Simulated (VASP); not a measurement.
Set up this calculation in VASP 6.6.1, as the native input.

- Task: relaxation of cell and atoms
- Functional: PBE
- Potentials or basis: VASP PAW PBE potentials, release 64 (Ca_sv, Ti_sv)
- Cutoff: 600 eV
- k mesh: 8 × 8 × 8
- Occupations: gaussian, width 0.1 eV
- Spin: no spin polarisation
- Dipole correction: no
- Further INCAR settings: ALGO = Normal; EDIFF = 1e-07; IBRION = 2; EDIFFG = -0.01; NSW = 100; ISIF = 3

The structure of CaTi6 lies in POSCAR:

```
CaTi6
1.0
    0.0000000000      4.1704016998      4.1704016998
    4.1704016998      0.0000000000      4.1704016998
    4.1704016998      4.1704016998      0.0000000000
Ca Ti
1 6
Direct
    0.0000000000      0.0000000000      0.0000000000
    0.5000000000      0.5000000000      0.0000000000
    0.5000000000      0.0000000000      0.5000000000
    0.0000000000      0.0000000000      0.5000000000
    0.0000000000      0.5000000000      0.0000000000
    0.0000000000      0.5000000000      0.5000000000
    0.5000000000      0.0000000000      0.0000000000
```

One way to write it, as run:

INCAR

```
ALGO = Normal
EDIFF = 1E-7
EDIFFG = -0.01
ENCUT = 600
GGA = PE
IBRION = 2
ISIF = 3
ISMEAR = 0
LASPH = T
LCHARG = F
LREAL = F
LWAVE = F
NELM = 100
NSW = 100
PREC = Accurate
SIGMA = 0.1
```

KPOINTS

```
k-points
0
Gamma
  8 8 8
```

Potentials or basis: VASP PAW PBE potentials, release 64 (Ca_sv, Ti_sv).

Launch:

```sh
$ cat potpaw_PBE.64/Ca_sv/POTCAR potpaw_PBE.64/Ti_sv/POTCAR > POTCAR
$ mpirun -np 1 vasp_std > vasp.out
```

Results of the run:

```yaml
Relaxed_volume: 20.69 Å³/atom
Relaxed_cell: a = 5.895 Å, b = 5.895 Å, c = 5.895 Å, α = 60.00°, β = 60.00°, γ = 60.00°
Space_group_after_relaxing_to_0.05_Å: Fm-3m (No. 225)
Energy_gained_by_relaxing: 0.0 meV/atom
Ionic_steps: 2
Pressure_after_relaxing: 0.0 GPa
Band_gap_on_the_k_mesh: zero (band 41 reaches 6.83 eV, above the bottom of band 42 at 6.13 eV)
```

Wall time 8.4 min on 1 thread of AMD EPYC 7R13 Processor (Zen 3), on a shared host, peak memory 0.43 GiB.
